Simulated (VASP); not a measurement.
Set up this calculation in VASP 6.6.1, as the native input.

```yaml
Task: single point
Functional: PBEsol
Potentials_or_basis: VASP PAW PBE potentials, release 64 (Te, Mo_sv)
Cutoff: 520 eV
k_mesh: 9 × 9 × 1
Occupations: gaussian, width 0.05 eV
Spin: no spin polarisation
Dipole_correction: no
Further_INCAR_settings: ALGO = Normal; EDIFF = 1e-06; NBANDS = 64
```

The structure of Te2Mo lies in POSCAR:

```
Te2Mo
1.0
    3.4932091909      0.0000000000      0.0000000000
   -1.7466045954      3.0252079000      0.0000000000
    0.0000000000      0.0000000000     37.5161156315
Te Mo
8 4
Direct
    0.2247739246      0.5871956638      0.8493797523
    0.3333333333      0.6666666667      0.2318351738
    0.6666666667      0.3333333333      0.6719958813
    0.6666666667      0.3333333333      0.0453069351
    0.6666666667      0.3333333333      0.7681648262
    0.6666666667      0.3333333333      0.1415574758
    0.3333333333      0.6666666667      0.9546930649
    0.3333333333      0.6666666667      0.3280041187
    0.3333333333      0.6666666667      0.7200184287
    0.3333333333      0.6666666667      0.0934314856
    0.6666666667      0.3333333333      0.9065685144
    0.6666666667      0.3333333333      0.2799815713
```

This cell differs from its parent crystal: atom 1 (Te) moved by -0.340 Å along x and -0.340 Å along [0 0 1].

One way to write it, as run:

INCAR

```
SYSTEM = Te2Mo
PREC = Accurate ; ENCUT = 520
EDIFF = 1E-6 ; ISMEAR = 0
SIGMA = 0.05 ; LREAL = .FALSE.
LASPH = .TRUE. ; NELM = 100
ALGO = Normal ; ISIF = 2
LWAVE = .FALSE. ; LCHARG = .FALSE.
GGA = PS ; NBANDS = 64
KPAR = 4
```

KPOINTS

```
regular mesh
0
G
  9 9 1
  0 0 0
```

Potentials or basis: VASP PAW PBE potentials, release 64 (Te, Mo_sv).

Run with:

```sh
$ cat potpaw_PBE.64/Te/POTCAR potpaw_PBE.64/Mo_sv/POTCAR > POTCAR
$ mpirun -np 4 vasp_std > vasp.out
```

Results of the run:

```json
{"Largest force": "2.432 eV/Å", "Band gap on the k mesh": "0.39 eV, indirect (least direct gap 0.81 eV)"}
```

Caveat: the cell differs from its parent crystal (atom 1 (Te) moved by -0.340 Å along x and -0.340 Å along [0 0 1]); the PAW data sets were made with another functional, which shifts forces and pressure a little; spin-orbit coupling is left out, which moves the levels of the heavy elements.

Wall time 10 min on 4 MPI ranks on AMD EPYC 7R13 Processor (Zen 3) (shared host), peak memory 1 GiB a rank.
